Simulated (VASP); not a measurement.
Wanted: the native input for a VASP 6.6.1 run.

- Task: single point
- Functional: revPBE
- Potentials or basis: VASP PAW PBE potentials, release 64 (W_sv, C)
- Cutoff: 520 eV
- k mesh: 10 × 10 × 6
- Occupations: fermi-dirac, width 0.05 eV
- Spin: no spin polarisation
- Dipole correction: no
- Further INCAR settings: ALGO = Normal; EDIFF = 1e-06; NBANDS = 16

The structure of WC lies in POSCAR:

```
WC
1.0
    1.4721892493     -2.6943185256      0.0000000000
    1.4721892493      2.6943185256      0.0000000000
    0.0000000000      0.0000000000      3.0231058909
W C
1 1
Direct
    0.5000000000      0.5000000000      0.5000000000
    0.0000000000      0.0000000000      0.0000000000
```

One way to write it, as run:

INCAR

```
  PREC = Accurate
  ENCUT = 520
  EDIFF = 1E-6
  ISMEAR = -1
  SIGMA = 0.05
  LREAL = F
  LASPH = T
  NELM = 60
  ALGO = Normal
  ISIF = 2
  LWAVE = F
  LCHARG = T
  GGA = RE
  LELF = T
  LVHAR = T
  NBANDS = 16
```

KPOINTS

```
Automatic mesh
0
Gamma
  10 10 6
```

Potentials or basis: VASP PAW PBE potentials, release 64 (W_sv, C).

The run is started by

```console
$ cat potpaw_PBE.64/W_sv/POTCAR potpaw_PBE.64/C/POTCAR > POTCAR
$ mpirun -np 1 vasp_std > vasp.out
```

It gave:

The pressure is 0.5 GPa and the band gap on the k mesh is zero (bands 9 and 10 overlap by 3.07 eV).

Caveat: the PAW data sets were made with another functional, which shifts forces and pressure a little; spin-orbit coupling is left out, which moves the levels of the heavy elements.

Wall time 12 s on 1 thread of Intel(R) Xeon(R) 6975P-C (Granite Rapids), on a shared host, peak memory 0.17 GiB.
